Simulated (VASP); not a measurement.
# CO2 (Cmc2_1) in VASP: single point with PBE

Aim: the single point of CO2 with PBE.

All numbers are computed with VASP 6.6.1; they aren't measurements. Logs are shortened: lines on timing, memory, paths and dates and some standing lists are left out, and cuts for length are marked.

## (1) The cell of the first run

Symmetry: Cmc2_1, No. 36, orthorhombic system. The conventional cell has a = 5.233 Å, b = 5.042 Å, c = 6.913 Å, α = 90.00°, β = 90.00°, γ = 90.00°. Within 1.6 Å of C (site symmetry m) lie 1 O at 1.17 Å. O (site symmetry m) has 1 C at 1.80 Å within 2.4 Å. O (site symmetry m) has 1 C at 1.17 Å within 1.6 Å.

## (2) Single point, PBE (strained and its atoms moved)

INCAR

```
ALGO = Normal
EDIFF = 1E-6
ENCUT = 520
GGA = PE
ISIF = 2
ISMEAR = 0
LASPH = True
LCHARG = True
LELF = True
LREAL = False
LVHAR = True
LWAVE = False
NBANDS = 25
NELM = 100
PREC = Accurate
SIGMA = 0.02
```

KPOINTS

```
k-points
0
Gamma
  6 6 4
```

POSCAR

```
CO2
1.0
    2.6165900007     -2.5208564307      0.0000000000
    2.6165900007      2.5208564307      0.0000000000
    0.0000000000      0.0000000000      6.9128448376
C O
2 4
Direct
    0.0357431929     -0.0357431929      0.0152974193
    0.4642568071      0.5357431929      0.5152974193
    0.7567584916      0.2432415084      0.8530770716
    0.2043414738      0.7956585262      0.1316255091
    0.7432415084      0.2567584916      0.3530770716
    0.2956585262      0.7043414738      0.6316255091
```

Potentials or basis: VASP PAW PBE potentials, release 64 (C, O).

Started as:

```bash
> cat potpaw_PBE.64/C/POTCAR potpaw_PBE.64/O/POTCAR > POTCAR
> mpirun -np 1 vasp_std > vasp.out
```

OUTCAR:

```text
EDIFF = 1E-6
   ENCUT = 520
   GGA = PE
   ISIF = 2
   ISMEAR = 0
   LASPH = True
   LREAL = False
   NELM = 100
   PREC = Accurate

 ion  position               nearest neighbor table
   1  0.036  0.964  0.015-   4 1.17   3 1.80
   2  0.464  0.536  0.515-   6 1.17   5 1.80
   3  0.757  0.243  0.853-   1 1.80
   4  0.204  0.796  0.132-   1 1.17
   5  0.743  0.257  0.353-   2 1.80
   6  0.296  0.704  0.632-   2 1.17

  LATTYP: Found a base centered orthorhombic cell.
 ALAT       =     5.0417128614
 B/A-ratio  =     1.0379766054
 C/A-ratio  =     1.3711302146

  Lattice vectors:

 A1 = (  -2.6165900007,  -2.5208564307,   0.0000000000)
 A2 = (   2.6165900007,  -2.5208564307,   0.0000000000)
 A3 = (   0.0000000000,   0.0000000000,   6.9128448376)

Analysis of symmetry for initial positions (statically):
=====================================================================
 Subroutine PRICEL returns:
 Original cell was already a primitive cell.

 Routine SETGRP: Setting up the symmetry group for a
 base centered orthorhombic supercell.

 Subroutine GETGRP returns: Found  4 space group operations
 (whereof  2 operations were pure point group operations)
 out of a pool of  8 trial point group operations.

The static configuration has the point symmetry C_1h.
 The point group associated with its full space group is C_2v.

Analysis of symmetry for dynamics (positions and initial velocities):
=====================================================================
 Subroutine PRICEL returns:
 Original cell was already a primitive cell.

 Routine SETGRP: Setting up the symmetry group for a
 base centered orthorhombic supercell.

 Subroutine GETGRP returns: Found  4 space group operations
 (whereof  2 operations were pure point group operations)
 out of a pool of  8 trial point group operations.

The dynamic configuration has the point symmetry C_1h.
 The point group associated with its full space group is C_2v.

 Subroutine INISYM returns: Found  4 space group operations
 (whereof  2 operations are pure point group operations),
 and found     1 'primitive' translations

----------------------------------------------------------------------------------------

                                     Primitive cell

  volume of cell :      91.1949

  direct lattice vectors                    reciprocal lattice vectors
     2.616590001 -2.520856431  0.000000000     0.191088401 -0.198345290  0.000000000
     2.616590001  2.520856431  0.000000000     0.191088401  0.198345290  0.000000000
     0.000000000  0.000000000  6.912844838     0.000000000  0.000000000  0.144658245

  length of vectors
     3.633353874  3.633353874  6.912844838     0.275419010  0.275419010  0.144658245

  position of ions in fractional coordinates (direct lattice)
     0.035743193  0.964256807  0.015297419
     0.464256807  0.535743193  0.515297419
     0.756758492  0.243241508  0.853077072
     0.204341474  0.795658526  0.131625509
     0.743241508  0.256758492  0.353077072
     0.295658526  0.704341474  0.631625509

  ion indices of the primitive-cell ions
   primitive index   ion index
                 1           1
                 2           2
                 3           3
                 4           4
                 5           5
                 6           6

----------------------------------------------------------------------------------------

 KPOINTS: k-points

Automatic generation of k-mesh.
 Grid dimensions read from file:
 generate k-points for:    6    6    4

 Generating k-lattice:

  Cartesian coordinates                     Fractional coordinates (reciprocal lattice)
     0.031848067 -0.033057548  0.000000000     0.166666667 -0.000000000  0.000000000
     0.031848067  0.033057548  0.000000000    -0.000000000  0.166666667  0.000000000
     0.000000000  0.000000000  0.036164561     0.000000000  0.000000000  0.250000000

  Length of vectors
     0.045903168  0.045903168  0.036164561

  Shift w.r.t. Gamma in fractional coordinates (k-lattice)
     0.000000000  0.000000000  0.000000000

 Subroutine IBZKPT returns following result:
 ===========================================

 Found     39 irreducible k-points:

 Following reciprocal coordinates:
            Coordinates               Weight
  0.000000  0.000000  0.000000      1.000000
  0.166667  0.000000  0.000000      4.000000
  0.333333  0.000000  0.000000      4.000000
  0.500000  0.000000  0.000000      2.000000
  0.166667  0.166667  0.000000      2.000000
  0.333333  0.166667  0.000000      4.000000
[... 16 lines left out ...]
  0.333333  0.333333  0.250000      4.000000
  0.500000  0.333333  0.250000      8.000000
 [... further k-points ...]
   k-points           NKPTS =     39   k-points in BZ     NKDIM =     39   number of bands    NBANDS=     25
   number of dos      NEDOS =    301   number of ions     NIONS =      6
   total plane-waves  NPLWV =  42336
   dimension x,y,z NGX =    28 NGY =   28 NGZ =   54
   dimension x,y,z NGXF=    56 NGYF=   56 NGZF=  108
   ions per type =               2   4
   NGX,Y,Z   is equivalent  to a cutoff of  12.81, 12.81, 12.99 a.u.
   NGXF,Y,Z  is equivalent  to a cutoff of  25.62, 25.62, 25.97 a.u.
 SYSTEM =  unknown system
   PREC   = accura    normal or accurate (medium, high low for compatibility)
   ISTART =      0    job   : 0-new  1-cont  2-samecut
   ICHARG =      2    charge: 1-file 2-atom 10-const
   ISPIN  =      1    spin polarized calculation?
   LNONCOLLINEAR =      F non collinear calculations
   LSORBIT =      F    spin-orbit coupling
   LASPH  =      T    aspherical Exc in radial PAW
   ENCUT  =  520.0 eV  38.22 Ry    6.18 a.u.   6.76  6.76 12.85*2*pi/ulx,y,z
   NELM   =    100;   NELMIN=  2; NELMDL= -5     # of ELM steps
   EDIFF  = 0.1E-05   stopping-criterion for ELM
   LREAL  =      F    real-space projection
   EDIFFG = 0.1E-04   stopping-criterion for IOM
   NSW    =      0    number of steps for IOM
   IBRION =     -1    ionic relax: 0-MD 1-quasi-New 2-CG
   NFREE  =      0    steps in history (QN), initial steepest desc. (CG)
   ISIF   =      2    stress and relaxation
   ISYM   =      2    0-nonsym 1-usesym 2-fastsym
   POTIM  = 0.5000    time-step for ionic-motion
   TEBEG  =    0.0;   TEEND  =   0.0 temperature during run
   PSTRESS=    0.0 pullay stress
   NELECT =      32.0000    total number of electrons
   NUPDOWN=      -1.0000    fix difference up-down
   EMIN   =  10.00;   EMAX   =-10.00  energy-range for DOS
   EFERMI =   0.00;   METHOD = LEGACY
   ISMEAR =     0;   SIGMA  =   0.02  broadening in eV -4-tet -1-fermi 0-gaus
   EFERMI_NEDOS =   21; number of points for ismear=-14 and -15
   IALGO  =     38    algorithm
   IMIX   =      4    mixing-type and parameters
     AMIX     =   0.40;   BMIX     =  1.00
     AMIX_MAG =   1.60;   BMIX_MAG =  1.00
  volume/ion in A,a.u.               =      15.20       102.57
  Fermi-wavevector in a.u.,A,eV,Ry     =   1.154697  2.182061 18.140984  1.333325
  Thomas-Fermi vector in A             =   2.291331
   LORBIT       =      0    0 simple, 1 ext, 2 COOP (PROOUT), +10 PAW based schemes
   GGA     = PE    functional components
   LHFCALC =     F    Hartree Fock is set to
   AEXX    =    0.0000 exact exchange contribution
   IVDW    =     0    specifies the selected vdW correction
   LEPSILON=     F    determine dielectric tensor
   LRPA    =     F    only Hartree local field effects (RPA)
 non-spin polarized calculation
 Gauss-broadening in eV      SIGMA  =   0.02
  energy-cutoff  :      520.00
  volume of cell :       91.19
 maximum number of plane-waves:      2476
   NGX = 13   NGY = 13   NGZ = 25

 number of electron      31.9999994 magnetization

 Free energy of the ion-electron system (eV)
  ---------------------------------------------------
  ext. energy  EPLUGINS =         0.00000000
  ---------------------------------------------------
  free energy    TOTEN  =       -35.81451948 eV

  energy without entropy =      -35.81451948  energy(sigma->0) =      -35.81451948

 E-fermi :  -1.8463     XC(G=0):  -8.1760

 val. band max:       -1.9709184616   @ k =   0.5000   0.0000   0.0000
 cond. band min:      -0.9296915989   @ k =   0.0000   0.0000   0.0000
 fundamental gap:      1.0412268627
 Fermi energy:        -1.8462926326

 k-point     1 :       0.0000    0.0000    0.0000
  band No.  band energies     occupation
      1     -24.9050      2.00000
      2     -24.8516      2.00000
      3     -17.9524      2.00000
      4     -17.8862      2.00000
      5      -9.9893      2.00000
      6      -9.6700      2.00000
[... 17 lines left out ...]
     24       9.4293      0.00000
     25       9.7923      0.00000

 k-point     2 :       0.1667    0.0000    0.0000
  band No.  band energies     occupation
      1     -24.8945      2.00000
      2     -24.8445      2.00000
      3     -17.9446      2.00000
      4     -17.8633      2.00000
      5     -10.0281      2.00000
      6      -9.7139      2.00000
[... 17 lines left out ...]
     24       9.6076      0.00000
     25       9.9261      0.00000

 k-point     3 :       0.3333    0.0000    0.0000
  band No.  band energies     occupation
      1     -24.8729      2.00000
      2     -24.8305      2.00000
      3     -17.9283      2.00000
      4     -17.8172      2.00000
      5     -10.1058      2.00000
      6      -9.8093      2.00000
[... 17 lines left out ...]
     24      10.0125      0.00000
     25      10.3706      0.00000

 k-point     4 :       0.5000    0.0000    0.0000
  band No.  band energies     occupation
      1     -24.8619      2.00000
      2     -24.8237      2.00000
      3     -17.9201      2.00000
      4     -17.7939      2.00000
      5     -10.1448      2.00000
      6      -9.8604      2.00000
[... 17 lines left out ...]
     24       9.3463      0.00000
     25      10.4393      0.00000

 k-point     5 :       0.1667    0.1667    0.0000
  band No.  band energies     occupation
      1     -24.8855      2.00000
      2     -24.8369      2.00000
      3     -17.9292      2.00000
      4     -17.8452      2.00000
      5     -10.0803      2.00000
      6      -9.7097      2.00000
[... 17 lines left out ...]
     24       9.6460      0.00000
     25      10.2441      0.00000

 k-point     6 :       0.3333    0.1667    0.0000
  band No.  band energies     occupation
      1     -24.8654      2.00000
      2     -24.8225      2.00000
      3     -17.9075      2.00000
      4     -17.8019      2.00000
      5     -10.1613      2.00000
      6      -9.7783      2.00000
[... 17 lines left out ...]
     24       9.9835      0.00000
     25      10.8869      0.00000
[... 393 lines left out ...]
 k-point    21 :      -0.3333    0.1667    0.2500
  band No.  band energies     occupation
      1     -24.8573      2.00000
      2     -24.8296      2.00000
      3     -17.8987      2.00000
      4     -17.8142      2.00000
      5     -10.0844      2.00000
      6      -9.8698      2.00000
[... 17 lines left out ...]
     24       9.2964      0.00000
     25      10.8164      0.00000

 k-point    22 :      -0.1667    0.1667    0.2500
  band No.  band energies     occupation
      1     -24.8767      2.00000
      2     -24.8446      2.00000
      3     -17.9236      2.00000
      4     -17.8538      2.00000
      5     -10.0114      2.00000
      6      -9.8079      2.00000
[... 17 lines left out ...]
     24       8.8665      0.00000
     25      10.9966      0.00000

 k-point    23 :       0.3333    0.3333    0.2500
  band No.  band energies     occupation
      1     -24.8422      2.00000
      2     -24.8136      2.00000
      3     -17.8580      2.00000
      4     -17.7813      2.00000
      5     -10.1958      2.00000
      6      -9.8730      2.00000
[... 17 lines left out ...]
     24      10.0502      0.00000
     25      11.0205      0.00000

 k-point    24 :       0.5000    0.3333    0.2500
  band No.  band energies     occupation
      1     -24.8327      2.00000
      2     -24.8064      2.00000
      3     -17.8440      2.00000
      4     -17.7612      2.00000
      5     -10.2248      2.00000
      6      -9.9063      2.00000
[... 17 lines left out ...]
     24       9.9113      0.00000
     25      10.7689      0.00000

 [... further k-points ...]

------------------------ aborting loop because EDIFF is reached ----------------------------------------

  FORCE on cell =-STRESS in cart. coord.  units (eV):
  Direction    XX          YY          ZZ          XY          YZ          ZX
  --------------------------------------------------------------------------------------
  -------------------------------------------------------------------------------------
  Total        0.1207668    -18.5608360    -12.0838466      0.0000000      0.0000000      0.0000000
  in kB        2.1217171   -326.0900299   -212.2976516      0.0000000      0.0000000      0.0000000
  external PRESSURE =    -178.7553214 kB  Pullay stress =       0.0000000 kB

 VOLUME and BASIS-vectors are now :
 -----------------------------------------------------------------------------
  energy-cutoff  :      520.00
  volume of cell :       91.19
      direct lattice vectors                 reciprocal lattice vectors
     2.616590001 -2.520856431  0.000000000     0.191088401 -0.198345290  0.000000000
     2.616590001  2.520856431  0.000000000     0.191088401  0.198345290  0.000000000
     0.000000000  0.000000000  6.912844838     0.000000000  0.000000000  0.144658245

 POSITION                                       TOTAL-FORCE (eV/Angst)
 -----------------------------------------------------------------------------------
      2.61659      2.34065      0.10575         0.000000      3.659320     -2.608257
      2.61659      0.18021      3.56217         0.000000     -3.659320     -2.608257
      2.61659     -1.29450      5.89719         0.000000     -5.483590      4.581254
      2.61659      1.49063      0.90991         0.000000      2.017928     -1.972997
      2.61659     -1.22635      2.44077         0.000000      5.483590      4.581254
      2.61659      1.03023      4.36633         0.000000     -2.017928     -1.972997
 -----------------------------------------------------------------------------------
    total drift:                                0.000001     -0.000000     -0.003367

  FREE ENERGIE OF THE ION-ELECTRON SYSTEM (eV)
  ---------------------------------------------------
  free  energy   TOTEN  =       -35.8145194783 eV

  energy  without entropy=      -35.8145194783  energy(sigma->0) =      -35.81451948
```

Wall time 2.4 min (1 thread of Intel Xeon 8259CL, shared host); peak memory 0.22 GiB.

What came out:

* Free energy: -35.8145 eV
* Pressure: -17.9 GPa
* Largest force: 7.145 eV/Å
* Band gap on the k mesh: 1.04 eV (least direct gap 1.11 eV)

Forces on the atoms (eV/Å):
```
C    0.000  3.659 -2.608
C    0.000 -3.659 -2.608
O    0.000 -5.484  4.581
O    0.000  2.018 -1.973
O    0.000  5.484  4.581
O    0.000 -2.018 -1.973
```

Levels at points of the mesh, in eV from the valence-band top:
```csv
k point,band 12,band 13,band 14,band 15,band 16,band 17,band 18,band 19,band 20,band 21
"(0.00, 0.00, 0.00)",-4.53,-0.74,-0.31,-0.07,-0.07,1.04,2.35,3.27,3.36,3.76
"(0.50, 0.00, 0.00)",-4.48,-0.74,-0.44,-0.38,0.00,1.70,2.19,3.64,3.73,4.34
"(0.50, 0.50, 0.00)",-4.63,-0.94,-0.93,-0.42,-0.13,1.67,2.53,3.61,4.46,4.47
"(0.00, 0.00, 0.50)",-4.84,-0.48,-0.48,-0.20,-0.20,1.75,1.75,3.51,3.51,3.91
"(0.50, 0.00, 0.50)",-4.66,-0.60,-0.60,-0.21,-0.21,2.01,2.01,3.64,3.64,4.34
"(0.50, 0.50, 0.50)",-4.83,-0.67,-0.67,-0.58,-0.58,2.13,2.13,4.18,4.18,4.46
```

Caveat: the cell differs from its parent crystal (strained and its atoms moved); the stress differs along the axes, from -33 to 0 GPa; forces of over 1 eV/Å act on the atoms, so gaps and moduli don't describe the material at rest. A k mesh can miss the band edges.
